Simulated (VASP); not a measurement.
A run of VASP 6.6.1:

The input INCAR:

```
PREC = Accurate
ENCUT = 600
EDIFF = 1E-6
ISMEAR = 0
SIGMA = 0.01
LREAL = False
LASPH = True
NELM = 60
ALGO = Normal
ISIF = 3
LWAVE = False
LCHARG = False
GGA = CA
IBRION = 2
NSW = 80
EDIFFG = -0.001
```

The input KPOINTS:

```
Automatic mesh
0
Gamma
  8 8 8
```

POSCAR

```
GaP
1.0
    0.0000000000      2.6956501137      2.6956501137
    2.6956501137      0.0000000000      2.6956501137
    2.6956501137      2.6956501137      0.0000000000
Ga P
1 1
Direct
    0.0000000000      0.0000000000      0.0000000000
    0.7500000000      0.7500000000      0.7500000000
```

Potentials or basis: VASP PAW LDA potentials, release 64 (Ga_d, P).

The run is started by

```sh
$ cat potpaw_LDA.64/Ga_d/POTCAR potpaw_LDA.64/P/POTCAR > POTCAR
$ mpirun -np 1 vasp_std > vasp.out
```

Hardware: 1 thread of Intel(R) Xeon(R) Platinum 8259CL CPU @ 2.50GHz (Skylake/Cascade Lake), on a shared host.

How long does it take, and how much memory?

Wall time 36 s on 1 thread of Intel(R) Xeon(R) Platinum 8259CL CPU @ 2.50GHz (Skylake/Cascade Lake) (shared host), peak memory 0.16 GiB. Counts: scf iterations 30, k points 29, ion steps 7.
